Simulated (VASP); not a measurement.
W:

```xyz
1
Lattice="0.0000 2.0060 2.0060 2.0060 0.0000 2.0060 2.0060 2.0060 0.0000" Properties=species:S:1:pos:R:3 pbc="T T T"
W     0.0000    0.0000    0.0000
```

This isn't the form of W at room conditions, which is bcc.

```yaml
Program: VASP 6.6.1
Task: relaxation of cell and atoms
Functional: PBE
Potentials_or_basis: VASP PAW PBE potentials, release 64 (W_sv)
Cutoff: 600 eV
k_mesh: 17 × 17 × 17
Occupations: fermi-dirac, width 0.1 eV
Spin: no spin polarisation
```

At the start: pressure 6.3 GPa; volume 16.14 Å³/atom.

Problem. Where does the relaxation end?

Solution. Over 4 steps the energy falls by 6.8 meV/atom and the volume is 16.50 Å³/atom (+2.2 %); space group Fm-3m (No. 225, to 0.1 Å) before and after.

The path:
```csv
step,energy change (eV),largest force (eV/Å),pressure (GPa),volume (Å³)
1,0.0000,0.0000,6.33,16.15
2,0.0605,0.0000,-17.12,17.68
3,-0.0068,0.0000,-0.17,16.51
4,-0.0068,0.0000,-0.03,16.50
```

Final structure:
```
W
1.0
     0.00000    2.02044    2.02044
     2.02044    0.00000    2.02044
     2.02044    2.02044    0.00000
W
1
Direct
  0.00000 0.00000 0.00000
```
